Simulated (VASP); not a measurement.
# B3C2 (Pm-3m) in VASP: further runs

Runs on B3C2. Level: PBE. Tasks: single point.

Program: VASP 6.6.1. These are calculated values, not measurements. Logs are shortened: lines on timing, memory, paths and dates and some standing lists are left out, and cuts for length are marked.

## Step 1: The cell of the first run

The structure is cubic, space group Pm-3m (No. 221). The conventional cell has a = 3.270 Å, b = 3.270 Å, c = 3.270 Å, α = 90.00°, β = 90.00°, γ = 90.00°. Within 2.2 Å of B (site symmetry 4/mmm) lie 2 C at 1.63 Å. C (site symmetry m-3m) has 6 B at 1.63 Å within 2.2 Å. C (site symmetry m-3m) has 12 B at 2.31 Å and 8 C at 2.83 Å within 3.1 Å.

## Step 2: Single point, PBE

The input, INCAR:

```
PREC = Accurate
ENCUT = 520
EDIFF = 1E-6
ISMEAR = 0
SIGMA = 0.1
LREAL = False
LASPH = True
NELM = 100
ALGO = Normal
ISIF = 2
LWAVE = False
LCHARG = False
GGA = PE
NBANDS = 16
```

The input, KPOINTS:

```
Automatic mesh
0
Gamma
  6 6 6
```

The input, POSCAR:

```
B3C2
1.0
    3.2698368289      0.0000000000      0.0000000000
    0.0000000000      3.2698368289      0.0000000000
    0.0000000000      0.0000000000      3.2698368289
B C
3 2
Direct
    0.5000000000      0.0000000000      0.0000000000
    0.0000000000      0.5000000000      0.0000000000
    0.0000000000      0.0000000000      0.5000000000
    0.0000000000      0.0000000000      0.0000000000
    0.5000000000      0.5000000000      0.5000000000
```

Potentials or basis: VASP PAW PBE potentials, release 64 (B, C).

The run is started by

```bash
$ cat potpaw_PBE.64/B/POTCAR potpaw_PBE.64/C/POTCAR > POTCAR
$ mpirun -np 1 vasp_std > vasp.out
```

OUTCAR:

```text
PREC = Accurate
   ENCUT = 520
   EDIFF = 1E-6
   ISMEAR = 0
   LREAL = False
   LASPH = True
   NELM = 100
   ISIF = 2
   GGA = PE

 ion  position               nearest neighbor table
   1  0.500  0.000  0.000-   4 1.63   4 1.63
   2  0.000  0.500  0.000-   4 1.63   4 1.63
   3  0.000  0.000  0.500-   4 1.63   4 1.63
   4  0.000  0.000  0.000-   1 1.63   2 1.63   3 1.63   3 1.63   2 1.63   1 1.63
   5  0.500  0.500  0.500-

  LATTYP: Found a simple cubic cell.
 ALAT       =     3.2698368289

  Lattice vectors:

 A1 = (   3.2698368289,   0.0000000000,   0.0000000000)
 A2 = (   0.0000000000,   3.2698368289,   0.0000000000)
 A3 = (   0.0000000000,   0.0000000000,   3.2698368289)

Analysis of symmetry for initial positions (statically):
=====================================================================
 Subroutine PRICEL returns:
 Original cell was already a primitive cell.

 Routine SETGRP: Setting up the symmetry group for a
 simple cubic supercell.

 Subroutine GETGRP returns: Found 48 space group operations
 (whereof 48 operations were pure point group operations)
 out of a pool of 48 trial point group operations.

The static configuration has the point symmetry O_h .

Analysis of symmetry for dynamics (positions and initial velocities):
=====================================================================
 Subroutine PRICEL returns:
 Original cell was already a primitive cell.

 Routine SETGRP: Setting up the symmetry group for a
 simple cubic supercell.

 Subroutine GETGRP returns: Found 48 space group operations
 (whereof 48 operations were pure point group operations)
 out of a pool of 48 trial point group operations.

The dynamic configuration has the point symmetry O_h .

 Subroutine INISYM returns: Found 48 space group operations
 (whereof 48 operations are pure point group operations),
 and found     1 'primitive' translations

----------------------------------------------------------------------------------------

                                     Primitive cell

  volume of cell :      34.9605

  direct lattice vectors                    reciprocal lattice vectors
     3.269836829  0.000000000  0.000000000     0.305825658  0.000000000  0.000000000
     0.000000000  3.269836829  0.000000000     0.000000000  0.305825658  0.000000000
     0.000000000  0.000000000  3.269836829     0.000000000  0.000000000  0.305825658

  length of vectors
     3.269836829  3.269836829  3.269836829     0.305825658  0.305825658  0.305825658

  position of ions in fractional coordinates (direct lattice)
     0.500000000  0.000000000  0.000000000
     0.000000000  0.500000000  0.000000000
     0.000000000  0.000000000  0.500000000
     0.000000000  0.000000000  0.000000000
     0.500000000  0.500000000  0.500000000

  ion indices of the primitive-cell ions
   primitive index   ion index
                 1           1
                 2           2
                 3           3
                 4           4
                 5           5

----------------------------------------------------------------------------------------

 KPOINTS: Automatic mesh

Automatic generation of k-mesh.
 Grid dimensions read from file:
 generate k-points for:    6    6    6

 Generating k-lattice:

  Cartesian coordinates                     Fractional coordinates (reciprocal lattice)
     0.050970943  0.000000000  0.000000000     0.166666667  0.000000000  0.000000000
     0.000000000  0.050970943  0.000000000     0.000000000  0.166666667  0.000000000
     0.000000000  0.000000000  0.050970943     0.000000000  0.000000000  0.166666667

  Length of vectors
     0.050970943  0.050970943  0.050970943

  Shift w.r.t. Gamma in fractional coordinates (k-lattice)
     0.000000000  0.000000000  0.000000000

 Subroutine IBZKPT returns following result:
 ===========================================

 Found     20 irreducible k-points:

 Following reciprocal coordinates:
            Coordinates               Weight
  0.000000  0.000000  0.000000      1.000000
  0.166667  0.000000  0.000000      6.000000
  0.333333  0.000000  0.000000      6.000000
  0.500000  0.000000  0.000000      3.000000
  0.166667  0.166667  0.000000     12.000000
  0.333333  0.166667  0.000000     24.000000
[... 12 lines left out ...]
  0.500000  0.500000  0.333333      6.000000
  0.500000  0.500000  0.500000      1.000000
   k-points           NKPTS =     20   k-points in BZ     NKDIM =     20   number of bands    NBANDS=     16
   number of dos      NEDOS =    301   number of ions     NIONS =      5
   total plane-waves  NPLWV =  13824
   dimension x,y,z NGX =    24 NGY =   24 NGZ =   24
   dimension x,y,z NGXF=    48 NGYF=   48 NGZF=   48
   ions per type =               3   2
   NGX,Y,Z   is equivalent  to a cutoff of  12.20, 12.20, 12.20 a.u.
   NGXF,Y,Z  is equivalent  to a cutoff of  24.40, 24.40, 24.40 a.u.
 SYSTEM =  unknown system
   PREC   = accura    normal or accurate (medium, high low for compatibility)
   ISTART =      0    job   : 0-new  1-cont  2-samecut
   ICHARG =      2    charge: 1-file 2-atom 10-const
   ISPIN  =      1    spin polarized calculation?
   LNONCOLLINEAR =      F non collinear calculations
   LSORBIT =      F    spin-orbit coupling
   LASPH  =      T    aspherical Exc in radial PAW
   ENCUT  =  520.0 eV  38.22 Ry    6.18 a.u.   6.08  6.08  6.08*2*pi/ulx,y,z
   NELM   =    100;   NELMIN=  2; NELMDL= -5     # of ELM steps
   EDIFF  = 0.1E-05   stopping-criterion for ELM
   LREAL  =      F    real-space projection
   EDIFFG = 0.1E-04   stopping-criterion for IOM
   NSW    =      0    number of steps for IOM
   IBRION =     -1    ionic relax: 0-MD 1-quasi-New 2-CG
   NFREE  =      0    steps in history (QN), initial steepest desc. (CG)
   ISIF   =      2    stress and relaxation
   ISYM   =      2    0-nonsym 1-usesym 2-fastsym
   POTIM  = 0.5000    time-step for ionic-motion
   TEBEG  =    0.0;   TEEND  =   0.0 temperature during run
   PSTRESS=    0.0 pullay stress
   NELECT =      17.0000    total number of electrons
   NUPDOWN=      -1.0000    fix difference up-down
   EMIN   =  10.00;   EMAX   =-10.00  energy-range for DOS
   EFERMI =   0.00;   METHOD = LEGACY
   ISMEAR =     0;   SIGMA  =   0.10  broadening in eV -4-tet -1-fermi 0-gaus
   EFERMI_NEDOS =   21; number of points for ismear=-14 and -15
   IALGO  =     38    algorithm
   IMIX   =      4    mixing-type and parameters
     AMIX     =   0.40;   BMIX     =  1.00
     AMIX_MAG =   1.60;   BMIX_MAG =  1.00
  volume/ion in A,a.u.               =       6.99        47.19
  Fermi-wavevector in a.u.,A,eV,Ry     =   1.287355  2.432749 22.548710  1.657283
  Thomas-Fermi vector in A             =   2.419374
   LORBIT       =      0    0 simple, 1 ext, 2 COOP (PROOUT), +10 PAW based schemes
   GGA     = PE    functional components
   LHFCALC =     F    Hartree Fock is set to
   AEXX    =    0.0000 exact exchange contribution
   IVDW    =     0    specifies the selected vdW correction
   LEPSILON=     F    determine dielectric tensor
   LRPA    =     F    only Hartree local field effects (RPA)
 non-spin polarized calculation
 Gauss-broadening in eV      SIGMA  =   0.10
  energy-cutoff  :      520.00
  volume of cell :       34.96
 maximum number of plane-waves:       968
   NGX = 13   NGY = 13   NGZ = 13

 number of electron      17.0000001 magnetization

 Free energy of the ion-electron system (eV)
  ---------------------------------------------------
  ext. energy  EPLUGINS =         0.00000000
  ---------------------------------------------------
  free energy    TOTEN  =       -27.08956858 eV

  energy without entropy =      -27.07814758  energy(sigma->0) =      -27.08385808

 E-fermi :   8.3991     XC(G=0): -12.3346

 val. band max:        8.3719629686   @ k =   0.1667   0.1667   0.1667
 cond. band min:       8.4491703276   @ k =   0.3333   0.1667   0.1667
 fundamental gap:      0.0772073591
 Fermi energy:         8.3991474165

 k-point     1 :       0.0000    0.0000    0.0000
  band No.  band energies     occupation
      1     -10.8383      2.00000
      2      -1.4319      2.00000
      3      -1.4319      2.00000
      4      -1.4319      2.00000
      5      -0.7884      2.00000
      6       5.9124      2.00000
[... 8 lines left out ...]
     15      16.5250      0.00000
     16      16.5250      0.00000

 k-point     2 :       0.1667    0.0000    0.0000
  band No.  band energies     occupation
      1     -10.5927      2.00000
      2      -3.2891      2.00000
      3      -1.2160      2.00000
      4      -1.2160      2.00000
      5       0.5365      2.00000
      6       5.8612      2.00000
[... 8 lines left out ...]
     15      15.8531      0.00000
     16      15.8531      0.00000

 k-point     3 :       0.3333    0.0000    0.0000
  band No.  band energies     occupation
      1      -9.9424      2.00000
      2      -5.3079      2.00000
      3      -0.7013      2.00000
      4      -0.7013      2.00000
      5       1.6606      2.00000
      6       4.7453      2.00000
[... 8 lines left out ...]
     15      14.3958      0.00000
     16      14.7477      0.00000

 k-point     4 :       0.5000    0.0000    0.0000
  band No.  band energies     occupation
      1      -9.4402      2.00000
      2      -6.2992      2.00000
      3      -0.3795      2.00000
      4      -0.3795      2.00000
      5       2.3612      2.00000
      6       3.8974      2.00000
[... 8 lines left out ...]
     15      13.3453      0.00000
     16      14.7236      0.00000
[... 248 lines left out ...]
 k-point    18 :       0.5000    0.3333    0.3333
  band No.  band energies     occupation
      1      -8.3567      2.00000
      2      -3.7743      2.00000
      3      -2.3938      2.00000
      4      -1.5825      2.00000
      5      -0.7386      2.00000
      6       1.3458      2.00000
[... 8 lines left out ...]
     15      15.6415      0.00000
     16      16.2633      0.00000

 k-point    19 :       0.5000    0.5000    0.3333
  band No.  band energies     occupation
      1      -8.1626      2.00000
      2      -2.6361      2.00000
      3      -2.6361      2.00000
      4      -1.7947      2.00000
      5      -1.3922      2.00000
      6       2.0016      2.00000
[... 8 lines left out ...]
     15      16.0236      0.00000
     16      16.7008      0.00000

 k-point    20 :       0.5000    0.5000    0.5000
  band No.  band energies     occupation
      1      -8.0076      2.00000
      2      -1.8921      2.00000
      3      -1.8921      2.00000
      4      -1.8921      2.00000
      5      -0.7689      2.00000
      6       0.6593      2.00000
[... 8 lines left out ...]
     15      16.2660      0.00000
     16      16.2660      0.00000

------------------------ aborting loop because EDIFF is reached ----------------------------------------

  FORCE on cell =-STRESS in cart. coord.  units (eV):
  Direction    XX          YY          ZZ          XY          YZ          ZX
  --------------------------------------------------------------------------------------
  -------------------------------------------------------------------------------------
  Total       -0.0763075     -0.0763075     -0.0763075     -0.0000000     -0.0000000      0.0000000
  in kB       -3.4970310     -3.4970310     -3.4970310     -0.0000000     -0.0000000      0.0000000
  external PRESSURE =      -3.4970310 kB  Pullay stress =       0.0000000 kB

 VOLUME and BASIS-vectors are now :
 -----------------------------------------------------------------------------
  energy-cutoff  :      520.00
  volume of cell :       34.96
      direct lattice vectors                 reciprocal lattice vectors
     3.269836829  0.000000000  0.000000000     0.305825658  0.000000000  0.000000000
     0.000000000  3.269836829  0.000000000     0.000000000  0.305825658  0.000000000
     0.000000000  0.000000000  3.269836829     0.000000000  0.000000000  0.305825658

 POSITION                                       TOTAL-FORCE (eV/Angst)
 -----------------------------------------------------------------------------------
      1.63492      0.00000      0.00000         0.000000      0.000000      0.000000
      0.00000      1.63492      0.00000         0.000000      0.000000      0.000000
      0.00000      0.00000      1.63492         0.000000      0.000000      0.000000
      0.00000      0.00000      0.00000         0.000000      0.000000      0.000000
      1.63492      1.63492      1.63492         0.000000      0.000000      0.000000
 -----------------------------------------------------------------------------------
    total drift:                                0.000000      0.000000     -0.000000

  FREE ENERGIE OF THE ION-ELECTRON SYSTEM (eV)
  ---------------------------------------------------
  free  energy   TOTEN  =       -27.0895685796 eV

  energy  without entropy=      -27.0781475790  energy(sigma->0) =      -27.08385808
```

Wall time 7 s (1 thread of Intel Xeon Platinum 8124M at 3.00GHz (Skylake/Cascade Lake), shared host); peak memory 0.13 GiB.

Results:

* Free energy: -27.0896 eV
* Pressure: -0.3 GPa

Levels at points of the mesh, in eV from the Fermi level:
| k point | band 6 | band 7 | band 8 | band 9 | band 10 | band 11 |
| --- | --- | --- | --- | --- | --- | --- |
| (0.00, 0.00, 0.00) | -2.49 | -2.49 | -0.89 | -0.89 | -0.89 | 3.66 |
| (0.50, 0.00, 0.00) | -4.50 | -3.01 | -3.01 | -0.80 | 0.28 | 3.61 |
| (0.50, 0.50, 0.00) | -1.40 | -1.40 | -0.61 | -0.48 | -0.37 | 0.13 |
| (0.50, 0.50, 0.50) | -7.74 | -7.74 | -7.74 | 5.45 | 5.45 | 6.14 |

## Step 3: Single point, PBE

This run uses another cell than the first one, of 10.43 Å³/atom, 1.492 times its volume.

The input, INCAR:

```
SYSTEM = B3C2
PREC = Accurate
ENCUT = 520
EDIFF = 1E-6
ISMEAR = 0
SIGMA = 0.1
LREAL = .False.
LASPH = .True.
NELM = 80
ALGO = Normal
ISIF = 2
LWAVE = .False.
LCHARG = .True.
GGA = PE
LELF = .True.
LVHAR = .True.
NBANDS = 16
```

The input, KPOINTS:

```
Automatic mesh
0
Gamma
  6 6 6
  0 0 0
```

Changes to POSCAR since step 2:

```diff
@@ -2,5 +2,5 @@
 1.0
-    3.2698368289      0.0000000000      0.0000000000
-    0.0000000000      3.2698368289      0.0000000000
-    0.0000000000      0.0000000000      3.2698368289
+    3.7362222000      0.0000000000      0.0000000000
+    0.0000000000      3.7362222000      0.0000000000
+    0.0000000000      0.0000000000      3.7362222000
 B C
```

Potentials or basis: VASP PAW PBE potentials, release 64 (B, C).

The run is started by

```bash
$ cat potpaw_PBE.64/B/POTCAR potpaw_PBE.64/C/POTCAR > POTCAR
$ mpirun -np 1 vasp_std > vasp.out
```

Run time: 18 s. Hardware: 1 thread of Intel Xeon Platinum 8124M at 3.00GHz (Skylake/Cascade Lake), shared host; peak memory 0.15 GiB.

It converged, with:

```
Free energy : -24.2777 eV
Pressure    : -36.0 GPa
```

Levels at points of the mesh, in eV from the Fermi level:
| k point | band 5 | band 6 | band 7 | band 8 | band 9 | band 10 | band 11 | band 12 |
| --- | --- | --- | --- | --- | --- | --- | --- | --- |
| (0.00, 0.00, 0.00) | -6.15 | -2.26 | -2.26 | 0.18 | 0.18 | 0.18 | 1.47 | 3.70 |
| (0.50, 0.00, 0.00) | -5.47 | -3.10 | -1.56 | -0.94 | -0.94 | 1.72 | 3.53 | 3.63 |
| (0.50, 0.50, 0.00) | -4.96 | -1.21 | -0.23 | -0.23 | -0.21 | 0.68 | 1.50 | 1.50 |
| (0.50, 0.50, 0.50) | -7.45 | -4.20 | -4.20 | -4.20 | 4.80 | 4.80 | 4.80 | 4.86 |

[end of part 1 of 2]
